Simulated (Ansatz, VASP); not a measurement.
Two plane-wave programs on SiGe

```xyz
4
Lattice="3.8068 0.0000 0.0000 -1.9034 3.2968 0.0000 0.0000 0.0000 6.7733" Properties=species:S:1:pos:R:3 pbc="T T T"
Si    1.9034    1.0989    5.9240
Si    0.0000    2.1979    2.5373
Ge    1.9034    1.0989    3.3893
Ge    0.0000    2.1979    0.0027
```

Change from the starting cell: strain -0.025 along x and y, +0.050 along z, atoms carried along.

Alike in both runs: task single point; functional r2SCAN; k mesh 12 × 12 × 4; occupations gaussian, width 0.05 eV; no spin polarisation.

```csv
,VASP,Ansatz
version,VASP 6.6.1,Ansatz 0.2.0
potentials or method,"VASP PAW PBE potentials, release 64 (Si, Ge_d), cutoff 520 eV","scalar-relativistic, plane waves, PAW"
valence electrons in the cell,36,36
```

|  | VASP | Ansatz | Ansatz less VASP |
| --- | --- | --- | --- |
| gap on the k mesh at the Fermi level (eV) | 0.70 | 0.70 | +0.005 |
| least direct gap on the mesh (eV) | 0.77 | 0.78 | +0.012 |
| pressure (GPa) | 0.8 | 0.9 | +0.06 |
| traceless stress, the component that is largest in VASP (GPa) | -9.83 | -9.80 | +0.031 |
| rms of the force components (eV/Å) | 0.332 | 0.329 | -0.0024 |

VASP's potentials were made for PBE, not for r2SCAN. Atom by atom the forces differ by 0.002 eV/Å (rms over components). With one functional, cell and mesh, what is left measures potentials, basis and numerics.
